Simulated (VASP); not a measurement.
Here is a VASP 6.6.1 calculation.

Contents of INCAR:

```
  PREC = Accurate
  ENCUT = 520
  EDIFF = 1E-6
  ISMEAR = 0
  SIGMA = 0.15
  LREAL = False
  LASPH = True
  NELM = 100
  ALGO = Fast
  ISIF = 2
  LWAVE = False
  LCHARG = False
  GGA = PE
  NBANDS = 12
```

Contents of KPOINTS:

```
Automatic mesh
0
Gamma
  18 18 18
```

Contents of POSCAR:

```
Ta
1.0
   -1.8420267615      1.6594835689      1.5350223012
    1.8420267615     -1.6594835689      1.5350223012
    1.8420267615      1.6594835689     -1.5350223012
Ta
1
Direct
    0.0000000000      0.0000000000      0.0000000000
```

Potentials or basis: VASP PAW PBE potentials, release 64 (Ta_pv).

Launch:

```console
$ cat potpaw_PBE.64/Ta_pv/POTCAR > POTCAR
$ mpirun -np 1 vasp_std > vasp.out
```

(1) Estimate the pressure.

(2) Estimate the band gap on the k mesh.

## Answers

(1) -2.8 GPa.

(2) zero (an odd number of electrons rules out a gap without spin polarisation).

Caveat: the cell differs from its parent crystal (normal strain along x +0.1100, normal strain along z -0.0750); the stress differs along the axes, from -10 to 2 GPa; spin-orbit coupling is left out, which moves the levels of the heavy elements.
